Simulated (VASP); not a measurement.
FeGe: single point with PBE

Crystal: FeGe.

```
CELL_PARAMETERS angstrom
4.67123 0.00000 0.00000
0.00000 4.67123 0.00000
0.00000 0.00000 4.67123
ATOMIC_POSITIONS crystal
Ge 0.15809 0.34191 0.65809
Ge 0.34191 0.65809 0.15809
Ge 0.65809 0.15809 0.34191
Ge 0.84191 0.84191 0.84191
Fe 0.86518 0.63482 0.36518
Fe 0.63482 0.36518 0.86518
Fe 0.36518 0.86518 0.63482
Fe 0.13482 0.13482 0.13482
```

| Quantity | Value |
| --- | --- |
| Program | VASP 6.6.1 |
| Task | single point |
| Functional | PBE |
| Potentials or basis | VASP PAW PBE potentials, release 64 (Ge_d, Fe) |
| Cutoff | 520 eV |
| k mesh | 6 × 6 × 6 |
| Occupations | fermi-dirac, width 0.05 eV |
| Spin | collinear spin, ferromagnetic start |
| Starting moments | [0.0, 0.0, 0.0, 0.0, 3.0, 3.0, 3.0, 3.0] μB |
| Dipole correction | no |
| Further INCAR settings | ALGO = Normal; EDIFF = 1e-06; NBANDS = 58 |

```yaml
Pressure: -0.7 GPa
Largest_force: 0.033 eV/Å
Net_moment: 4.19 μB per cell
Site_moments: Ge -0.08; Fe +1.16 μB
Valence_electrons_inside_the_program's_atomic_spheres: Ge 12.47; Fe 7.34
```

Forces on the atoms (eV/Å):
```
Ge   0.019 -0.019  0.019
Ge  -0.019  0.019  0.019
Ge   0.019  0.019 -0.019
Ge  -0.019 -0.019 -0.019
Fe   0.004 -0.004  0.004
Fe  -0.004  0.004  0.004
Fe   0.004  0.004 -0.004
Fe  -0.004 -0.004 -0.004
```

Levels at points of the mesh, in eV from the Fermi level:
Spin up:
| k point | band 42 | band 43 | band 44 | band 45 | band 46 | band 47 | band 48 | band 49 | band 50 | band 51 |
| --- | --- | --- | --- | --- | --- | --- | --- | --- | --- | --- |
| (0.00, 0.00, 0.00) | -0.84 | -0.84 | -0.84 | -0.28 | -0.28 | -0.28 | 1.82 | 1.82 | 1.82 | 2.78 |
| (0.50, 0.00, 0.00) | -1.05 | -0.73 | -0.73 | -0.56 | -0.56 | 0.87 | 0.87 | 0.92 | 0.92 | 3.70 |
| (0.50, 0.50, 0.00) | -1.39 | -1.03 | -1.03 | -0.10 | -0.10 | 0.21 | 0.21 | 1.48 | 1.48 | 2.14 |
| (0.50, 0.50, 0.50) | -1.06 | -1.06 | -1.06 | -0.40 | -0.40 | -0.40 | -0.40 | 4.38 | 4.38 | 4.38 |
Spin down:
```csv
k point,band 40,band 41,band 42,band 43,band 44,band 45
"(0.00, 0.00, 0.00)",0.15,0.15,0.15,0.28,0.28,0.98
"(0.50, 0.00, 0.00)",-0.62,0.02,0.02,0.32,0.32,0.65
"(0.50, 0.50, 0.00)",-0.56,-0.56,-0.56,0.05,0.05,0.97
"(0.50, 0.50, 0.50)",-0.26,-0.16,-0.16,-0.16,-0.16,0.82
```

It took 3.7 min on 1 thread of Intel(R) Xeon(R) Platinum 8375C CPU @ 2.90GHz (Ice Lake) (shared host), peak memory 0.37 GiB.
